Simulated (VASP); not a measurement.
# BaO (Fm-3m) in VASP: notebook

The runs below take BaO through single point, relaxation of cell and atoms, with PBE+D3(BJ).

Everything below comes from runs of VASP 6.6.1. Logs are shortened: lines on timing, memory, paths and dates and some standing lists are left out, and cuts for length are marked.

### Step 1. The cell of the first run

It takes space group Fm-3m (No. 225, cubic). The conventional cell has a = 5.529 Å, b = 5.529 Å, c = 5.529 Å, α = 90.00°, β = 90.00°, γ = 90.00°. Ba (site symmetry m-3m) has 6 O at 2.76 Å within 3.6 Å. Within 3.6 Å of O (site symmetry m-3m) lie 6 Ba at 2.76 Å.

### Step 2. Single point, PBE+D3(BJ)

Input file INCAR:

```
SYSTEM = BaO
PREC = Accurate ; ENCUT = 600
EDIFF = 1E-6 ; ISMEAR = 0
SIGMA = 0.02 ; LREAL = .False.
LASPH = .True. ; NELM = 120
ALGO = Normal ; ISIF = 2
LWAVE = .False. ; LCHARG = .False.
GGA = PE ; IVDW = 12
NBANDS = 15 ; GGA_COMPAT = .False.
```

Input file KPOINTS:

```
regular mesh
0
Gamma
  8 8 8
  0 0 0
```

Input file POSCAR:

```
BaO
1.0
    0.0000000000      2.7643035668      2.7643035668
    2.7643035668      0.0000000000      2.7643035668
    2.7643035668      2.7643035668      0.0000000000
Ba O
1 1
Direct
    0.0000000000      0.0000000000      0.0000000000
    0.5000000000      0.5000000000      0.5000000000
```

Potentials or basis: VASP PAW PBE potentials, release 64 (Ba_sv, O).

Command:

```
$ cat potpaw_PBE.64/Ba_sv/POTCAR potpaw_PBE.64/O/POTCAR > POTCAR
$ mpirun -np 1 vasp_std > vasp.out
```

OUTCAR:

```text
SYSTEM = BaO
   PREC = Accurate
   ENCUT = 600
   EDIFF = 1E-6
   ISMEAR = 0
   LREAL = .False.
   LASPH = .True.
   NELM = 120
   ISIF = 2
   GGA = PE
   IVDW = 12
 IVDW          = 12

 ion  position               nearest neighbor table
   1  0.000  0.000  0.000-   2 2.76   2 2.76   2 2.76   2 2.76   2 2.76   2 2.76
   2  0.500  0.500  0.500-   1 2.76   1 2.76   1 2.76   1 2.76   1 2.76   1 2.76

  LATTYP: Found a face centered cubic cell.
 ALAT       =     5.5286071336

  Lattice vectors:

 A1 = (   0.0000000000,   2.7643035668,   2.7643035668)
 A2 = (   2.7643035668,   0.0000000000,   2.7643035668)
 A3 = (   2.7643035668,   2.7643035668,   0.0000000000)

Analysis of symmetry for initial positions (statically):
=====================================================================
 Subroutine PRICEL returns:
 Original cell was already a primitive cell.

 Routine SETGRP: Setting up the symmetry group for a
 face centered cubic supercell.

 Subroutine GETGRP returns: Found 48 space group operations
 (whereof 48 operations were pure point group operations)
 out of a pool of 48 trial point group operations.

The static configuration has the point symmetry O_h .

Analysis of symmetry for dynamics (positions and initial velocities):
=====================================================================
 Subroutine PRICEL returns:
 Original cell was already a primitive cell.

 Routine SETGRP: Setting up the symmetry group for a
 face centered cubic supercell.

 Subroutine GETGRP returns: Found 48 space group operations
 (whereof 48 operations were pure point group operations)
 out of a pool of 48 trial point group operations.

The dynamic configuration has the point symmetry O_h .

 Subroutine INISYM returns: Found 48 space group operations
 (whereof 48 operations are pure point group operations),
 and found     1 'primitive' translations

----------------------------------------------------------------------------------------

                                     Primitive cell

  volume of cell :      42.2462

  direct lattice vectors                    reciprocal lattice vectors
     0.000000000  2.764303567  2.764303567    -0.180877385  0.180877385  0.180877385
     2.764303567  0.000000000  2.764303567     0.180877385 -0.180877385  0.180877385
     2.764303567  2.764303567  0.000000000     0.180877385  0.180877385 -0.180877385

  length of vectors
     3.909315595  3.909315595  3.909315595     0.313288820  0.313288820  0.313288820

  position of ions in fractional coordinates (direct lattice)
     0.000000000  0.000000000  0.000000000
     0.500000000  0.500000000  0.500000000

  ion indices of the primitive-cell ions
   primitive index   ion index
                 1           1
                 2           2

----------------------------------------------------------------------------------------

 KPOINTS: regular mesh

Automatic generation of k-mesh.
 Grid dimensions read from file:
 generate k-points for:    8    8    8

 Generating k-lattice:

  Cartesian coordinates                     Fractional coordinates (reciprocal lattice)
    -0.022609673  0.022609673  0.022609673     0.125000000  0.000000000  0.000000000
     0.022609673 -0.022609673  0.022609673     0.000000000  0.125000000  0.000000000
     0.022609673  0.022609673 -0.022609673     0.000000000  0.000000000  0.125000000

  Length of vectors
     0.039161103  0.039161103  0.039161103

  Shift w.r.t. Gamma in fractional coordinates (k-lattice)
     0.000000000  0.000000000  0.000000000

 Subroutine IBZKPT returns following result:
 ===========================================

 Found     29 irreducible k-points:

 Following reciprocal coordinates:
            Coordinates               Weight
  0.000000  0.000000  0.000000      1.000000
  0.125000  0.000000  0.000000      8.000000
  0.250000  0.000000  0.000000      8.000000
  0.375000  0.000000  0.000000      8.000000
  0.500000  0.000000  0.000000      4.000000
  0.125000  0.125000  0.000000      6.000000
[... 16 lines left out ...]
  0.500000  0.250000  0.125000     48.000000
 -0.375000  0.250000  0.125000     24.000000
 [... further k-points ...]
   k-points           NKPTS =     29   k-points in BZ     NKDIM =     29   number of bands    NBANDS=     15
   number of dos      NEDOS =    301   number of ions     NIONS =      2
   total plane-waves  NPLWV =  32768
   dimension x,y,z NGX =    32 NGY =   32 NGZ =   32
   dimension x,y,z NGXF=    64 NGYF=   64 NGZF=   64
   ions per type =               1   1
   NGX,Y,Z   is equivalent  to a cutoff of  13.61, 13.61, 13.61 a.u.
   NGXF,Y,Z  is equivalent  to a cutoff of  27.22, 27.22, 27.22 a.u.
 SYSTEM =  BaO
   PREC   = accura    normal or accurate (medium, high low for compatibility)
   ISTART =      0    job   : 0-new  1-cont  2-samecut
   ICHARG =      2    charge: 1-file 2-atom 10-const
   ISPIN  =      1    spin polarized calculation?
   LNONCOLLINEAR =      F non collinear calculations
   LSORBIT =      F    spin-orbit coupling
   LASPH  =      T    aspherical Exc in radial PAW
   ENCUT  =  600.0 eV  44.10 Ry    6.64 a.u.   7.81  7.81  7.81*2*pi/ulx,y,z
   NELM   =    120;   NELMIN=  2; NELMDL= -5     # of ELM steps
   EDIFF  = 0.1E-05   stopping-criterion for ELM
   LREAL  =      F    real-space projection
   EDIFFG = 0.1E-04   stopping-criterion for IOM
   NSW    =      0    number of steps for IOM
   IBRION =     -1    ionic relax: 0-MD 1-quasi-New 2-CG
   NFREE  =      0    steps in history (QN), initial steepest desc. (CG)
   ISIF   =      2    stress and relaxation
   ISYM   =      2    0-nonsym 1-usesym 2-fastsym
   POTIM  = 0.5000    time-step for ionic-motion
   TEBEG  =    0.0;   TEEND  =   0.0 temperature during run
   PSTRESS=    0.0 pullay stress
   NELECT =      16.0000    total number of electrons
   NUPDOWN=      -1.0000    fix difference up-down
   EMIN   =  10.00;   EMAX   =-10.00  energy-range for DOS
   EFERMI =   0.00;   METHOD = LEGACY
   ISMEAR =     0;   SIGMA  =   0.02  broadening in eV -4-tet -1-fermi 0-gaus
   EFERMI_NEDOS =   21; number of points for ismear=-14 and -15
   IALGO  =     38    algorithm
   IMIX   =      4    mixing-type and parameters
     AMIX     =   0.40;   BMIX     =  1.00
     AMIX_MAG =   1.60;   BMIX_MAG =  1.00
  volume/ion in A,a.u.               =      21.12       142.55
  Fermi-wavevector in a.u.,A,eV,Ry     =   1.184456  2.238298 19.088117  1.402937
  Thomas-Fermi vector in A             =   2.320670
   LORBIT       =      0    0 simple, 1 ext, 2 COOP (PROOUT), +10 PAW based schemes
   GGA     = PE    functional components
   LHFCALC =     F    Hartree Fock is set to
   AEXX    =    0.0000 exact exchange contribution
   IVDW    =    12    specifies the selected vdW correction
   LEPSILON=     F    determine dielectric tensor
   LRPA    =     F    only Hartree local field effects (RPA)
 non-spin polarized calculation
 Gauss-broadening in eV      SIGMA  =   0.02
  energy-cutoff  :      600.00
  volume of cell :       42.25
 maximum number of plane-waves:      1424
   NGX = 15   NGY = 15   NGZ = 15

 number of electron      15.9999999 magnetization

 Free energy of the ion-electron system (eV)
  ---------------------------------------------------
  ext. energy  EPLUGINS =         0.00000000
  ---------------------------------------------------
  free energy    TOTEN  =       -11.78960608 eV

  energy without entropy =      -11.78960608  energy(sigma->0) =      -11.78960608

 E-fermi :   2.0955     XC(G=0):  -9.6457

 val. band max:        1.9161415892   @ k =   0.5000   0.5000   0.0000
 cond. band min:       3.8719900927   @ k =   0.5000   0.5000   0.0000
 fundamental gap:      1.9558485035
 Fermi energy:         2.0954740646

 k-point     1 :       0.0000    0.0000    0.0000
  band No.  band energies     occupation
      1     -23.9973      2.00000
      2     -13.1189      2.00000
      3      -8.4984      2.00000
      4      -8.4984      2.00000
      5      -8.4984      2.00000
      6       1.5587      2.00000
      7       1.5587      2.00000
      8       1.5587      2.00000
      9       5.4850      0.00000
     10       6.5951      0.00000
     11       6.5951      0.00000
     12       6.5951      0.00000
     13       8.8753      0.00000
     14       8.8753      0.00000
     15      11.8934      0.00000

 k-point     2 :       0.1250    0.0000    0.0000
  band No.  band energies     occupation
      1     -23.9603      2.00000
      2     -13.2270      2.00000
      3      -8.5348      2.00000
      4      -8.5169      2.00000
      5      -8.5169      2.00000
      6       1.2221      2.00000
      7       1.3566      2.00000
      8       1.3566      2.00000
      9       6.1170      0.00000
     10       6.4852      0.00000
     11       6.8866      0.00000
     12       6.8866      0.00000
     13       9.2775      0.00000
     14       9.2775      0.00000
     15      12.8538      0.00000

 k-point     3 :       0.2500    0.0000    0.0000
  band No.  band energies     occupation
      1     -23.8689      2.00000
      2     -13.4885      2.00000
      3      -8.6162      2.00000
      4      -8.5605      2.00000
      5      -8.5605      2.00000
      6       0.5918      2.00000
      7       0.9262      2.00000
      8       0.9262      2.00000
      9       6.3774      0.00000
     10       7.6747      0.00000
     11       7.6747      0.00000
     12       7.7278      0.00000
     13      10.2742      0.00000
     14      10.2742      0.00000
     15      14.9290      0.00000
[... 343 lines left out ...]
 k-point    23 :       0.5000    0.2500    0.1250
  band No.  band energies     occupation
      1     -23.7281      2.00000
      2     -13.6429      2.00000
      3      -9.1122      2.00000
      4      -8.9793      2.00000
      5      -8.6187      2.00000
      6       0.4620      2.00000
      7       0.7172      2.00000
      8       1.3489      2.00000
      9       6.0447      0.00000
     10       7.9193      0.00000
     11       9.2990      0.00000
     12       9.4380      0.00000
     13      11.4555      0.00000
     14      12.9248      0.00000
     15      14.7488      0.00000

 k-point    24 :      -0.3750    0.2500    0.1250
  band No.  band energies     occupation
      1     -23.6965      2.00000
      2     -13.6920      2.00000
      3      -9.1305      2.00000
      4      -9.1303      2.00000
      5      -8.6098      2.00000
      6       0.3576      2.00000
      7       0.9732      2.00000
      8       1.0377      2.00000
      9       6.7687      0.00000
     10       7.3785      0.00000
     11       9.7928      0.00000
     12       9.7947      0.00000
     13      12.0181      0.00000
     14      13.7201      0.00000
     15      14.0928      0.00000

 [... further k-points ...]

------------------------ aborting loop because EDIFF is reached ----------------------------------------

 Edisp (eV)   -0.45594

 E8    (eV) :    -0.2357

  FORCE on cell =-STRESS in cart. coord.  units (eV):
  Direction    XX          YY          ZZ          XY          YZ          ZX
  --------------------------------------------------------------------------------------
  -------------------------------------------------------------------------------------
  Total       0.44088     0.44088     0.44088     0.00000    -0.00000     0.00000
  in kB      16.72024    16.72024    16.72024     0.00000    -0.00000     0.00000
  external pressure =       16.72 kB  Pullay stress =        0.00 kB

 VOLUME and BASIS-vectors are now :
 -----------------------------------------------------------------------------
  energy-cutoff  :      600.00
  volume of cell :       42.25
      direct lattice vectors                 reciprocal lattice vectors
     0.000000000  2.764303567  2.764303567    -0.180877385  0.180877385  0.180877385
     2.764303567  0.000000000  2.764303567     0.180877385 -0.180877385  0.180877385
     2.764303567  2.764303567  0.000000000     0.180877385  0.180877385 -0.180877385

 POSITION                                       TOTAL-FORCE (eV/Angst)
 -----------------------------------------------------------------------------------
      0.00000      0.00000      0.00000        -0.000000     -0.000000     -0.000000
      2.76430      2.76430      2.76430         0.000000      0.000000      0.000000
 -----------------------------------------------------------------------------------
    total drift:                                0.000000     -0.000000      0.000000

  FREE ENERGIE OF THE ION-ELECTRON SYSTEM (eV)
  ---------------------------------------------------
  free  energy   TOTEN  =       -12.2455432478 eV

  energy  without entropy=      -12.2455432478  energy(sigma->0) =      -12.24554325
```

It took 32 s on 1 thread of Intel Xeon 8259CL, shared host; peak memory 0.19 GiB.

What came out:

```yaml
Free_energy: -12.2455 eV
Pressure: 1.7 GPa
Band_gap_on_the_k_mesh: 1.96 eV, direct
Dispersion_energy_per_atom: -0.228 eV
```

Caveat: spin-orbit coupling is left out, which moves the levels of the heavy elements. A k mesh can miss the band edges.

### Step 3. Relaxation of cell and atoms, PBE+D3(BJ)

This run uses another cell than the first one, of 21.64 Å³/atom, 1.024 times its volume.

Input file INCAR:

```
SYSTEM = BaO
PREC     = Accurate       ! precision mode
ENCUT    = 600            ! plane-wave cutoff, eV
EDIFF    = 1E-7           ! SCF threshold, eV
ISMEAR   = 0              ! smearing method
SIGMA    = 0.02           ! smearing width, eV
LREAL    = .FALSE.        ! projectors in reciprocal space
LASPH    = .TRUE.         ! aspherical terms in the spheres
NELM     = 120            ! most SCF steps
ALGO     = Normal         ! electronic algorithm
ISIF     = 3              ! what is computed and relaxed
LWAVE    = .FALSE.        ! write WAVECAR
LCHARG   = .FALSE.        ! write CHGCAR
GGA      = PE             ! functional
IVDW     = 12             ! dispersion correction
IBRION   = 2              ! ionic algorithm
NSW      = 70             ! ionic steps
EDIFFG   = -0.005         ! ionic threshold
GGA_COMPAT= .FALSE.      
NELMIN   = 4
```

Input file KPOINTS:

```
regular mesh
0
G
  8 8 8
  0 0 0
```

Input file POSCAR:

```
BaO
1.0
    0.0000000000      2.7866632389      2.7866632389
    2.7866632389      0.0000000000      2.7866632389
    2.7866632389      2.7866632389      0.0000000000
Ba O
1 1
Direct
    0.0000000000      0.0000000000      0.0000000000
    0.5000000000      0.5000000000      0.5000000000
```

Potentials or basis: VASP PAW PBE potentials, release 64 (Ba_sv, O).

Command:

```
$ cat potpaw_PBE.64/Ba_sv/POTCAR potpaw_PBE.64/O/POTCAR > POTCAR
$ mpirun -np 1 vasp_std > vasp.out
```

Run time: 63 s. Hardware: 1 thread of Intel Xeon 8259CL, shared host; peak memory 0.2 GiB.

Results (log left out):

| Quantity | Value |
| --- | --- |
| Free energy | -12.2512 eV |
| Relaxed volume | 21.59 Å³/atom |
| Relaxed cell | a = 3.938 Å, b = 3.938 Å, c = 3.938 Å, α = 60.00°, β = 60.00°, γ = 60.00° |
| Space group after relaxing (to 0.05 Å) | Fm-3m (No. 225) |
| Energy gained by relaxing | 0.0 meV/atom |
| Ionic steps | 3 |
| Pressure after relaxing | 0.0 GPa |
| Band gap on the k mesh | 2.03 eV, direct |
| Dispersion energy per atom | -0.223 eV |

Final structure:
```
Ba O
1.0
     0.00000    2.78442    2.78442
     2.78442    0.00000    2.78442
     2.78442    2.78442    0.00000
Ba O
1 1
Direct
  0.00000 0.00000 0.00000
  0.50000 0.50000 0.50000
```

Levels at points of the mesh, in eV from the valence-band top:
| k point | band 5 | band 6 | band 7 | band 8 | band 9 | band 10 | band 11 | band 12 |
| --- | --- | --- | --- | --- | --- | --- | --- | --- |
| (0.00, 0.00, 0.00) | -10.46 | -0.30 | -0.30 | -0.30 | 3.48 | 4.69 | 4.69 | 4.69 |
| (0.50, 0.00, 0.00) | -10.57 | -1.93 | -1.40 | -1.40 | 4.91 | 7.11 | 7.11 | 8.10 |
| (0.50, 0.50, 0.00) | -11.01 | -0.13 | -0.13 | 0.00 | 2.03 | 5.91 | 8.82 | 9.29 |

Caveat: spin-orbit coupling is left out, which moves the levels of the heavy elements. A k mesh can miss the band edges.
